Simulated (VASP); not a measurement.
Runs of VASP 6.6.1 on PtSe2. The structure is that of space group P-3m1 (No. 164), or close to it. The cells are those of the table. 

| task | cell | k mesh | cutoff (eV) | smearing | gap on the mesh (eV) | pressure (GPa) | relaxed volume (Å³/atom) | largest force (eV/Å) |
| --- | --- | --- | --- | --- | --- | --- | --- | --- |
| relaxation of cell and atoms | relaxed from a = 3.769, b = 3.769, c = 4.834 Å, angles 90.0, 90.0, 120.0°, 3 atoms | 15 × 15 × 10 | 600 | gaussian 0.1 eV | none | 0.0 | (a) | 0.01 |
| single point | a = 3.769, b = 3.769, c = 4.834 Å, angles 90.0, 90.0, 120.0°, 3 atoms | 9 × 9 × 6 | 520 | gaussian 0.02 eV | none | 0.0 | - | 0.01 |
| single point | a = 3.772, b = 3.772, c = 4.823 Å, angles 90.0, 90.0, 120.0°, 3 atoms | 15 × 15 × 10 | 520 | gaussian 0.1 eV | none | 0.0 | - | 0.01 |
| relaxation of cell and atoms | relaxed from a = 3.717, b = 3.717, c = 5.820 Å, angles 90.0, 90.0, 120.0°, 3 atoms | 9 × 9 × 6 | 600 | gaussian 0.02 eV | none | 0.0 | 19.79 | - |

Alike in all rows: level PBE+D3(BJ); potentials or basis VASP PAW PBE potentials, release 64 (Pt, Se); no spin polarisation.

Fill in the values left out.

(a) 19.80.

Caveats: spin-orbit coupling is left out, which moves the levels of the heavy elements; pairwise dispersion overbinds metals, which lowers pressure and volume (some runs).

A k mesh can miss the band edges, and the runs leave out spin-orbit coupling on Pt, Se.

A gap of «none» marks levels without a gap at the run's occupations.
